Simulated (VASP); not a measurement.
# La3Si2Br (P6/mmm) in VASP: further runs

La3Si2Br is run at these levels: PBE; tasks: single point, relaxation of cell and atoms.

Program: VASP 6.6.1. These are calculated values, not measurements. Logs are shortened: lines on timing, memory, paths and dates and some standing lists are left out, and cuts for length are marked.

## Step 1: The cell of the first run

Symmetry: P6/mmm, No. 191, hexagonal system. Conventional cell: a = 7.950 Å, b = 7.950 Å, c = 3.972 Å, α = 90.00°, β = 90.00°, γ = 120.00°. Within 4.0 Å of La (site symmetry mmm) lie 4 Si at 3.03 Å and 6 La at 3.97 Å. Within 4.0 Å of Si (site symmetry -6m2) lie 6 La at 3.03 Å and 2 Si at 3.97 Å. Within 5.2 Å of Br (site symmetry 6/mmm) lie 2 Br at 3.97 Å and 12 La at 4.44 Å and 6 Si at 4.59 Å.

The cell was built from a structure type or drawn by symmetry, and may not be a known phase.

## Step 2: Single point, PBE

Input file INCAR:

```
  PREC = Accurate
  ENCUT = 520
  EDIFF = 1E-6
  ISMEAR = 0
  SIGMA = 0.1
  LREAL = False
  LASPH = True
  NELM = 100
  ALGO = Normal
  ISIF = 2
  LWAVE = False
  LCHARG = True
  GGA = PE
  LELF = True
  LVHAR = True
  NBANDS = 33
```

Input file KPOINTS:

```
Automatic mesh
0
Gamma
  6 6 10
```

Input file POSCAR:

```
La3Si2Br
1.0
    7.9498055116      0.0000000000      0.0000000000
   -3.9749027558      6.8847335282      0.0000000000
    0.0000000000      0.0000000000      3.9716218322
La Si Br
3 2 1
Direct
    0.5000000000      0.5000000000      0.5000000000
    0.5000000000      0.0000000000      0.5000000000
    0.0000000000      0.5000000000      0.5000000000
    0.6666666667      0.3333333333      0.0000000000
    0.3333333333      0.6666666667      0.0000000000
    0.0000000000      0.0000000000      0.0000000000
```

Potentials or basis: VASP PAW PBE potentials, release 64 (La, Si, Br).

Launch:

```sh
$ cat potpaw_PBE.64/La/POTCAR potpaw_PBE.64/Si/POTCAR potpaw_PBE.64/Br/POTCAR > POTCAR
$ mpirun -np 1 vasp_std > vasp.out
```

OUTCAR:

```text
PREC = Accurate
   ENCUT = 520
   EDIFF = 1E-6
   ISMEAR = 0
   LREAL = False
   LASPH = True
   NELM = 100
   ISIF = 2
   GGA = PE

 ion  position               nearest neighbor table
   1  0.500  0.500  0.500-   4 3.03   5 3.03   4 3.03   5 3.03
   2  0.500  0.000  0.500-   4 3.03   5 3.03   4 3.03   5 3.03
   3  0.000  0.500  0.500-   4 3.03   5 3.03   4 3.03   5 3.03
   4  0.667  0.333  0.000-   3 3.03   3 3.03   2 3.03   2 3.03   1 3.03   1 3.03
   5  0.333  0.667  0.000-   3 3.03   3 3.03   2 3.03   2 3.03   1 3.03   1 3.03
   6  0.000  0.000  0.000-

  LATTYP: Found a hexagonal cell.
 ALAT       =     7.9498055116
 C/A-ratio  =     0.4995872951

  Lattice vectors:

 A1 = (   7.9498055116,   0.0000000000,   0.0000000000)
 A2 = (  -3.9749027558,   6.8847335282,   0.0000000000)
 A3 = (   0.0000000000,   0.0000000000,   3.9716218322)

Analysis of symmetry for initial positions (statically):
=====================================================================
 Subroutine PRICEL returns:
 Original cell was already a primitive cell.

 Routine SETGRP: Setting up the symmetry group for a
 hexagonal supercell.

 Subroutine GETGRP returns: Found 24 space group operations
 (whereof 24 operations were pure point group operations)
 out of a pool of 24 trial point group operations.

The static configuration has the point symmetry D_6h.

Analysis of symmetry for dynamics (positions and initial velocities):
=====================================================================
 Subroutine PRICEL returns:
 Original cell was already a primitive cell.

 Routine SETGRP: Setting up the symmetry group for a
 hexagonal supercell.

 Subroutine GETGRP returns: Found 24 space group operations
 (whereof 24 operations were pure point group operations)
 out of a pool of 24 trial point group operations.

The dynamic configuration has the point symmetry D_6h.

 Subroutine INISYM returns: Found 24 space group operations
 (whereof 24 operations are pure point group operations),
 and found     1 'primitive' translations

----------------------------------------------------------------------------------------

                                     Primitive cell

  volume of cell :     217.3760

  direct lattice vectors                    reciprocal lattice vectors
     7.949805512  0.000000000  0.000000000     0.125789241  0.072624452  0.000000000
    -3.974902756  6.884733528  0.000000000     0.000000000  0.145248904  0.000000000
     0.000000000  0.000000000  3.971621832     0.000000000  0.000000000  0.251786309

  length of vectors
     7.949805512  7.949805512  3.971621832     0.145248904  0.145248904  0.251786309

  position of ions in fractional coordinates (direct lattice)
     0.500000000  0.500000000  0.500000000
     0.500000000  0.000000000  0.500000000
     0.000000000  0.500000000  0.500000000
     0.666666667  0.333333333  0.000000000
     0.333333333  0.666666667  0.000000000
     0.000000000  0.000000000  0.000000000

  ion indices of the primitive-cell ions
   primitive index   ion index
                 1           1
                 2           2
                 3           3
                 4           4
                 5           5
                 6           6

----------------------------------------------------------------------------------------

 KPOINTS: Automatic mesh

Automatic generation of k-mesh.
 Grid dimensions read from file:
 generate k-points for:    6    6   10

 Generating k-lattice:

  Cartesian coordinates                     Fractional coordinates (reciprocal lattice)
     0.020964873  0.012104075  0.000000000     0.166666667  0.000000000  0.000000000
     0.000000000  0.024208151  0.000000000     0.000000000  0.166666667  0.000000000
     0.000000000  0.000000000  0.025178631     0.000000000  0.000000000  0.100000000

  Length of vectors
     0.024208151  0.024208151  0.025178631

  Shift w.r.t. Gamma in fractional coordinates (k-lattice)
     0.000000000  0.000000000  0.000000000

 Subroutine IBZKPT returns following result:
 ===========================================

 Found     42 irreducible k-points:

 Following reciprocal coordinates:
            Coordinates               Weight
  0.000000  0.000000  0.000000      1.000000
  0.166667  0.000000  0.000000      6.000000
  0.333333  0.000000  0.000000      6.000000
  0.500000  0.000000  0.000000      3.000000
  0.166667  0.166667  0.000000      6.000000
  0.333333  0.166667  0.000000     12.000000
[... 16 lines left out ...]
  0.166667  0.000000  0.300000     12.000000
  0.333333  0.000000  0.300000     12.000000
 [... further k-points ...]
   k-points           NKPTS =     42   k-points in BZ     NKDIM =     42   number of bands    NBANDS=     33
   number of dos      NEDOS =    301   number of ions     NIONS =      6
   total plane-waves  NPLWV = 108000
   dimension x,y,z NGX =    60 NGY =   60 NGZ =   30
   dimension x,y,z NGXF=   120 NGYF=  120 NGZF=   60
   ions per type =               3   2   1
   NGX,Y,Z   is equivalent  to a cutoff of  12.55, 12.55, 12.56 a.u.
   NGXF,Y,Z  is equivalent  to a cutoff of  25.09, 25.09, 25.12 a.u.
 SYSTEM =  unknown system
   PREC   = accura    normal or accurate (medium, high low for compatibility)
   ISTART =      0    job   : 0-new  1-cont  2-samecut
   ICHARG =      2    charge: 1-file 2-atom 10-const
   ISPIN  =      1    spin polarized calculation?
   LNONCOLLINEAR =      F non collinear calculations
   LSORBIT =      F    spin-orbit coupling
   LASPH  =      T    aspherical Exc in radial PAW
   ENCUT  =  520.0 eV  38.22 Ry    6.18 a.u.  14.78 14.78  7.38*2*pi/ulx,y,z
   NELM   =    100;   NELMIN=  2; NELMDL= -5     # of ELM steps
   EDIFF  = 0.1E-05   stopping-criterion for ELM
   LREAL  =      F    real-space projection
   EDIFFG = 0.1E-04   stopping-criterion for IOM
   NSW    =      0    number of steps for IOM
   IBRION =     -1    ionic relax: 0-MD 1-quasi-New 2-CG
   NFREE  =      0    steps in history (QN), initial steepest desc. (CG)
   ISIF   =      2    stress and relaxation
   ISYM   =      2    0-nonsym 1-usesym 2-fastsym
   POTIM  = 0.5000    time-step for ionic-motion
   TEBEG  =    0.0;   TEEND  =   0.0 temperature during run
   PSTRESS=    0.0 pullay stress
   NELECT =      48.0000    total number of electrons
   NUPDOWN=      -1.0000    fix difference up-down
   EMIN   =  10.00;   EMAX   =-10.00  energy-range for DOS
   EFERMI =   0.00;   METHOD = LEGACY
   ISMEAR =     0;   SIGMA  =   0.10  broadening in eV -4-tet -1-fermi 0-gaus
   EFERMI_NEDOS =   21; number of points for ismear=-14 and -15
   IALGO  =     38    algorithm
   IMIX   =      4    mixing-type and parameters
     AMIX     =   0.40;   BMIX     =  1.00
     AMIX_MAG =   1.60;   BMIX_MAG =  1.00
  volume/ion in A,a.u.               =      36.23       244.49
  Fermi-wavevector in a.u.,A,eV,Ry     =   0.989505  1.869894 13.321743  0.979120
  Thomas-Fermi vector in A             =   2.121109
   LORBIT       =      0    0 simple, 1 ext, 2 COOP (PROOUT), +10 PAW based schemes
   GGA     = PE    functional components
   LHFCALC =     F    Hartree Fock is set to
   AEXX    =    0.0000 exact exchange contribution
   IVDW    =     0    specifies the selected vdW correction
   LEPSILON=     F    determine dielectric tensor
   LRPA    =     F    only Hartree local field effects (RPA)
 non-spin polarized calculation
 Gauss-broadening in eV      SIGMA  =   0.10
  energy-cutoff  :      520.00
  volume of cell :      217.38
 maximum number of plane-waves:      5895
 NGX is ok and might be reduce to    60
   NGX = 29   NGY = 29   NGZ = 15

 number of electron      47.9999998 magnetization

 Free energy of the ion-electron system (eV)
  ---------------------------------------------------
  ext. energy  EPLUGINS =         0.00000000
  ---------------------------------------------------
  free energy    TOTEN  =       -30.07848347 eV

  energy without entropy =      -30.07256409  energy(sigma->0) =      -30.07552378

 E-fermi :   4.7105     XC(G=0):  -8.3924

 val. band max:        4.7015228147   @ k =   0.1667   0.0000   0.5000
 cond. band min:       4.8043347942   @ k =   0.0000   0.0000   0.5000
 fundamental gap:      0.1028119795
 Fermi energy:         4.7105473925

 k-point     1 :       0.0000    0.0000    0.0000
  band No.  band energies     occupation
      1     -28.2005      2.00000
      2     -28.1488      2.00000
      3     -28.1488      2.00000
      4     -12.3194      2.00000
      5     -12.1917      2.00000
      6     -12.1917      2.00000
[... 25 lines left out ...]
     32       6.5405      0.00000
     33       6.5500      0.00000

 k-point     2 :       0.1667    0.0000    0.0000
  band No.  band energies     occupation
      1     -28.1975      2.00000
      2     -28.1519      2.00000
      3     -28.1488      2.00000
      4     -12.2854      2.00000
      5     -12.1868      2.00000
      6     -12.1736      2.00000
[... 25 lines left out ...]
     32       6.5198      0.00000
     33       6.5403      0.00000

 k-point     3 :       0.3333    0.0000    0.0000
  band No.  band energies     occupation
      1     -28.1896      2.00000
      2     -28.1598      2.00000
      3     -28.1488      2.00000
      4     -12.2289      2.00000
      5     -12.1375      2.00000
      6     -12.1255      2.00000
[... 25 lines left out ...]
     32       6.4377      0.00000
     33       6.5072      0.00000

 k-point     4 :       0.5000    0.0000    0.0000
  band No.  band energies     occupation
      1     -28.1834      2.00000
      2     -28.1662      2.00000
      3     -28.1489      2.00000
      4     -12.2185      2.00000
      5     -12.0796      2.00000
      6     -12.0469      2.00000
[... 673 lines left out ...]
     32       6.4084      0.00000
     33       6.5041      0.00000

 k-point    23 :       0.1667    0.0000    0.3000
  band No.  band energies     occupation
      1     -28.1746      2.00000
      2     -28.1304      2.00000
      3     -28.1274      2.00000
      4     -12.1930      2.00000
      5     -12.1473      2.00000
      6     -12.1368      2.00000
[... 25 lines left out ...]
     32       6.4696      0.00000
     33       6.4909      0.00000

 k-point    24 :       0.3333    0.0000    0.3000
  band No.  band energies     occupation
      1     -28.1670      2.00000
      2     -28.1381      2.00000
      3     -28.1275      2.00000
      4     -12.1675      2.00000
      5     -12.0913      2.00000
      6     -12.0753      2.00000
[... 25 lines left out ...]
     32       6.4293      0.00000
     33       6.4880      0.00000

 [... further k-points ...]
[... 5 lines left out ...]
  --------------------------------------------------------------------------------------
  -------------------------------------------------------------------------------------
  Total       -0.0155254     -0.0155254     -0.0548751      0.0000000      0.0000000      0.0000000
  in kB       -0.1144303     -0.1144303     -0.4044586      0.0000000      0.0000000      0.0000000
  external PRESSURE =      -0.2111064 kB  Pullay stress =       0.0000000 kB

 VOLUME and BASIS-vectors are now :
 -----------------------------------------------------------------------------
  energy-cutoff  :      520.00
  volume of cell :      217.38
      direct lattice vectors                 reciprocal lattice vectors
     7.949805512  0.000000000  0.000000000     0.125789241  0.072624452  0.000000000
    -3.974902756  6.884733528  0.000000000     0.000000000  0.145248904  0.000000000
     0.000000000  0.000000000  3.971621832     0.000000000  0.000000000  0.251786309

 POSITION                                       TOTAL-FORCE (eV/Angst)
 -----------------------------------------------------------------------------------
      1.98745      3.44237      1.98581        -0.000000      0.000000      0.000000
      3.97490      0.00000      1.98581        -0.000000      0.000000      0.000000
     -1.98745      3.44237      1.98581        -0.000000      0.000000      0.000000
      3.97490      2.29491      0.00000         0.000000      0.000000      0.000000
     -0.00000      4.58982      0.00000        -0.000000      0.000000     -0.000000
      0.00000      0.00000      0.00000        -0.000000      0.000000      0.000000
 -----------------------------------------------------------------------------------
    total drift:                                0.000000      0.000000      0.000000

  FREE ENERGIE OF THE ION-ELECTRON SYSTEM (eV)
  ---------------------------------------------------
  free  energy   TOTEN  =       -30.0784834716 eV

  energy  without entropy=      -30.0725640862  energy(sigma->0) =      -30.07552378
```

Wall time 3.5 min (1 thread of Intel Xeon 6975P-C (Granite Rapids), shared host); peak memory 0.52 GiB.

Results:

* Free energy: -30.0785 eV
* Pressure: 0.0 GPa
* Band gap on the k mesh: zero (bands 24 and 25 overlap by 0.17 eV)

Levels at points of the mesh, in eV from the Fermi level:
```
           k point  band 21  band 22  band 23  band 24  band 25  band 26  band 27  band 28
(0.00, 0.00, 0.00)    -1.05    -0.70     0.13     0.13     0.19     0.20     0.20     0.67
(0.50, 0.00, 0.00)    -1.07    -0.59    -0.47    -0.24    -0.04     0.61     0.99     1.04
(0.00, 0.00, 0.50)    -1.38    -0.06     0.09     0.09     0.31     0.31     1.45     1.45
(0.50, 0.00, 0.50)    -1.38    -1.19    -0.74    -0.25     0.65     1.29     1.39     1.43
```

Caveat: spin-orbit coupling is left out, which moves the levels of the heavy elements.

## Step 3: Relaxation of cell and atoms, PBE

This run uses another cell than the first one, of 36.10 Å³/atom.

Input file INCAR:

```
SYSTEM = La3Si2Br
PREC     = Accurate       ! precision mode
ENCUT    = 600            ! plane-wave cutoff, eV
EDIFF    = 1E-6           ! SCF threshold, eV
ISMEAR   = 0              ! smearing method
SIGMA    = 0.1            ! smearing width, eV
LREAL    = .False.        ! projectors in reciprocal space
LASPH    = .True.         ! aspherical terms in the spheres
NELM     = 100            ! most SCF steps
ALGO     = Normal         ! electronic algorithm
ISIF     = 3              ! what is computed and relaxed
LWAVE    = .False.        ! write WAVECAR
LCHARG   = .False.        ! write CHGCAR
GGA      = PE             ! functional
IBRION   = 2              ! ionic algorithm
NSW      = 100            ! ionic steps
EDIFFG   = -0.01          ! ionic threshold
```

Input file KPOINTS:

```
Automatic mesh
0
Gamma
  6 6 10
  0 0 0
```

Edit POSCAR of step 2 so:

```diff
@@ -2,5 +2,5 @@
 1.0
-    7.9498055116      0.0000000000      0.0000000000
-   -3.9749027558      6.8847335282      0.0000000000
-    0.0000000000      0.0000000000      3.9716218322
+    7.9294064288      0.0000000000      0.0000000000
+   -3.9647032144      6.8670674042      0.0000000000
+    0.0000000000      0.0000000000      3.9773014533
 La Si Br
```

Potentials or basis: VASP PAW PBE potentials, release 64 (La, Si, Br).

Launch:

```sh
$ cat potpaw_PBE.64/La/POTCAR potpaw_PBE.64/Si/POTCAR potpaw_PBE.64/Br/POTCAR > POTCAR
$ mpirun -np 1 vasp_std > vasp.out
```

Run time: 9.3 min. Hardware: 1 thread of Intel Xeon 6975P-C (Granite Rapids), shared host; peak memory 0.62 GiB.

The run converged. Its results:

```yaml
Free_energy: -30.0803 eV
Relaxed_volume: 36.21 Å³/atom
Relaxed_cell: a = 7.950 Å, b = 7.950 Å, c = 3.970 Å, α = 90.00°, β = 90.00°, γ = 120.00°
Space_group_after_relaxing_to_0.1_Å: P6/mmm (No. 191)
Energy_gained_by_relaxing: 0.1 meV/atom
Ionic_steps: 4
Pressure_after_relaxing: 0.0 GPa
Band_gap_on_the_k_mesh: zero (bands 24 and 25 overlap by 0.17 eV)
```

Step by step:
| step | energy change (eV) | largest force (eV/Å) | pressure (GPa) | volume (Å³) |
| --- | --- | --- | --- | --- |
| 1 | 0.0000 | 0.0000 | 0.09 | 216.57 |
| 2 | -0.0005 | 0.0000 | 0.00 | 217.21 |
| 3 | -0.0005 | 0.0000 | -0.04 | 217.46 |
| 4 | -0.0006 | 0.0000 | 0.01 | 217.28 |

Final structure:
```yaml
crystal:
  lattice:
    - [7.94971, 0.00000, 0.00000]
    - [-3.97486, 6.88465, 0.00000]
    - [0.00000, 0.00000, 3.96993]
  atoms:
    - { symbol: La, position: [0.50000, 0.50000, 0.50000] }
    - { symbol: La, position: [0.50000, 0.00000, 0.50000] }
    - { symbol: La, position: [0.00000, 0.50000, 0.50000] }
    - { symbol: Si, position: [0.66667, 0.33333, 0.00000] }
    - { symbol: Si, position: [0.33333, 0.66667, 0.00000] }
    - { symbol: Br, position: [0.00000, 0.00000, 0.00000] }
```

Levels at points of the mesh, in eV from the Fermi level:
| k point | band 22 | band 23 | band 24 | band 25 | band 26 | band 27 |
| --- | --- | --- | --- | --- | --- | --- |
| (0.00, 0.00, 0.00) | -0.70 | 0.13 | 0.13 | 0.19 | 0.20 | 0.20 |
| (0.50, 0.00, 0.00) | -0.59 | -0.47 | -0.24 | -0.04 | 0.61 | 0.99 |
| (0.00, 0.00, 0.50) | -0.06 | 0.09 | 0.09 | 0.31 | 0.31 | 1.44 |
| (0.50, 0.00, 0.50) | -1.19 | -0.74 | -0.25 | 0.65 | 1.29 | 1.39 |

Caveat: spin-orbit coupling is left out, which moves the levels of the heavy elements.

## Step 4: Single point, PBE

This run uses another cell than the first one, of 27.27 Å³/atom.

Input file INCAR:

```
  ALGO = Normal
  EDIFF = 1E-6
  ENCUT = 520
  GGA = PE
  ISIF = 2
  ISMEAR = 0
  LASPH = T
  LCHARG = F
  LREAL = F
  LWAVE = F
  NBANDS = 33
  NELM = 100
  PREC = Accurate
  SIGMA = 0.1
```

Input file KPOINTS:

```
k-points
0
Gamma
  3 3 4
```

Input file POSCAR:

```
La3Si2Br
1.0
    6.6162388200      0.0000000000      0.0000000000
   -3.3081194100      5.7298308900      0.0000000000
    0.0000000000      0.0000000000      4.3154162200
La Si Br
3 2 1
Direct
    0.5000000000      0.5000000000      0.5000000000
    0.5000000000      0.0000000000      0.5000000000
    0.0000000000      0.5000000000      0.5000000000
    0.6666666700      0.3333333300      0.0000000000
    0.3333333300      0.6666666700      0.0000000000
    0.0000000000      0.0000000000      0.0000000000
```

Launch:

```sh
$ cat potpaw_PBE.64/La/POTCAR potpaw_PBE.64/Si/POTCAR potpaw_PBE.64/Br/POTCAR > POTCAR
$ mpirun -np 1 vasp_std > vasp.out
```

It took 48 s on 1 thread of Intel Xeon 6975P-C (Granite Rapids), shared host; peak memory 0.3 GiB.

It converged, with:

```
Free energy            : -27.3808 eV
Pressure               : 10.3 GPa
Band gap on the k mesh : zero (bands 24 and 25 overlap by 0.26 eV)
```

Stress tensor (GPa, compression positive):
```
13.01  0.00  0.00
 0.00 13.01  0.00
 0.00  0.00  5.02
```

Levels at points of the mesh, in eV from the Fermi level:
```
           k point  band 22  band 23  band 24  band 25  band 26  band 27
(0.00, 0.00, 0.00)    -1.77    -0.42    -0.21    -0.21     0.30     0.92
(0.00, 0.00, 0.50)    -0.32    -0.32    -0.08    -0.08     0.86     1.40
```

Caveat: the k points lie up to 0.37 Å⁻¹ apart; spin-orbit coupling is left out, which moves the levels of the heavy elements.

(Continued in part 2 of 2.)
